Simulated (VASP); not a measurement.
Wanted: the native input for a VASP 6.6.1 run.

```
Task                   : single point
Functional             : PBEsol
Potentials or basis    : VASP PAW PBE potentials, release 64 (Ge_d)
Cutoff                 : 520 eV
k mesh                 : 20 × 20 × 18
Occupations            : gaussian, width 0.15 eV
Spin                   : no spin polarisation
Dipole correction      : no
Further INCAR settings : ALGO = Normal; EDIFF = 1e-07; NBANDS = 13
```

The structure of Ge lies in POSCAR:

```
Ge
1.0
    1.3622202750     -2.5355031000      0.0000000000
    1.3622202750      2.5355031000      0.0000000000
    0.0000000000      0.0000000000      2.6307752250
Ge
1
Direct
    0.5000000000      0.5000000000      0.0000000000
```

This cell differs from its parent crystal: strain -0.025 along x and y, -0.025 along z.

One way to write it, as run:

INCAR

```
PREC = Accurate
ENCUT = 520
EDIFF = 1E-7
ISMEAR = 0
SIGMA = 0.15
LREAL = False
LASPH = True
NELM = 100
ALGO = Normal
ISIF = 2
LWAVE = False
LCHARG = False
GGA = PS
NBANDS = 13
```

KPOINTS

```
regular mesh
0
Gamma
  20 20 18
```

Potentials or basis: VASP PAW PBE potentials, release 64 (Ge_d).

Launch:

```bash
$ cat potpaw_PBE.64/Ge_d/POTCAR > POTCAR
$ mpirun -np 1 vasp_std > vasp.out
```

Results of the run:

The pressure is 1.1 GPa and the band gap on the k mesh is zero (band 7 reaches 14.17 eV, above the bottom of band 8 at 3.72 eV).

Caveat: the cell differs from its parent crystal (strain -0.025 along x and y, -0.025 along z); the PAW data sets were made with another functional, which shifts forces and pressure a little.

Wall time 62 s on 1 thread of Intel Xeon 6975P-C, with other jobs on the host, peak memory 0.34 GiB.
